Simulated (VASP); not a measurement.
A run of VASP 6.6.1:

File INCAR:

```
PREC = Accurate
ENCUT = 520
EDIFF = 1E-6
ISMEAR = 0
SIGMA = 0.02
LREAL = False
LASPH = True
NELM = 60
ALGO = Normal
ISIF = 2
LWAVE = False
LCHARG = True
LDIPOL = True
IDIPOL = 3
DIPOL = 0.5 0.5 0.500
GGA = PE
IVDW = 12
LELF = True
LVHAR = True
LVACPOTAV = True
NBANDS = 32
```

Contents of KPOINTS:

```
regular mesh
0
Gamma
  12 12 1
```

Contents of POSCAR:

```
Bi2Se3
1.0
    4.1243445584      0.0000000000      0.0000000000
   -2.0621722792      3.5717871616      0.0000000000
    0.0000000000      0.0000000000     39.9824371303
Se Bi
3 2
Direct
    0.0000000000      0.0000000000      0.4120204145
    0.6666666667      0.3333333333      0.5000000000
    0.3333333333      0.6666666667      0.5879795855
    0.3333333333      0.6666666667      0.4515306523
    0.0000000000      0.0000000000      0.5484693477
```

Potentials or basis: VASP PAW PBE potentials, release 64 (Se, Bi_d).

The run is started by

```bash
$ cat potpaw_PBE.64/Se/POTCAR potpaw_PBE.64/Bi_d/POTCAR > POTCAR
$ mpirun -np 1 vasp_std > vasp.out
```

Hardware: 1 thread of Intel(R) Xeon(R) 6975P-C (Granite Rapids) (shared host).

Question: How long does it take, and how much memory?

Answer: Run time: 4.7 min on 1 thread of Intel(R) Xeon(R) 6975P-C (Granite Rapids) (shared host), peak memory 0.79 GiB. Counts: scf iterations 20, k points 19.
